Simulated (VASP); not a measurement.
Set up this calculation in VASP 6.6.1, as the native input.

| Item | Value |
| --- | --- |
| Task | single point |
| Functional | PBE |
| Potentials or basis | VASP PAW PBE potentials, release 64 (Pb_d) |
| Cutoff | 520 eV |
| k mesh | 9 × 9 × 9 |
| Occupations | fermi-dirac, width 0.05 eV |
| Spin | no spin polarisation |
| Dipole correction | no |
| Further INCAR settings | ALGO = Fast; EDIFF = 1e-06; NBANDS = 13 |

The structure of Pb lies in POSCAR:

```
Pb
1.0
    0.0194616710      2.4791808022      2.4690556172
    2.5194328359     -0.0067912405      2.4953085288
    2.4977579941      2.4837588720      0.0148836013
Pb
1
Direct
    0.0000000000      0.0000000000      0.0000000000
```

This cell differs from its parent crystal: volume scaled by 1.02.

These files were run (other wordings do the same):

INCAR

```
SYSTEM = Pb
PREC = Accurate
ENCUT = 520
EDIFF = 1E-6
ISMEAR = -1
SIGMA = 0.05
LREAL = .FALSE.
LASPH = .TRUE.
NELM = 100
ALGO = Fast
ISIF = 2
LWAVE = .FALSE.
LCHARG = .FALSE.
GGA = PE
NBANDS = 13
```

KPOINTS

```
Automatic mesh
0
G
  9 9 9
  0 0 0
```

Potentials or basis: VASP PAW PBE potentials, release 64 (Pb_d).

Launch:

```bash
$ cat potpaw_PBE.64/Pb_d/POTCAR > POTCAR
$ mpirun -np 1 vasp_std > vasp.out
```

Results of the run:

The pressure is 1.6 GPa. The band gap on the k mesh is zero (band 7 reaches 14.25 eV, above the bottom of band 8 at 5.58 eV).

Caveat: spin-orbit coupling is left out, which moves the levels of the heavy elements.

Wall time 91 s on 1 thread of Intel(R) Xeon(R) Platinum 8488C (Sapphire Rapids), with other jobs on the host, peak memory 0.26 GiB.
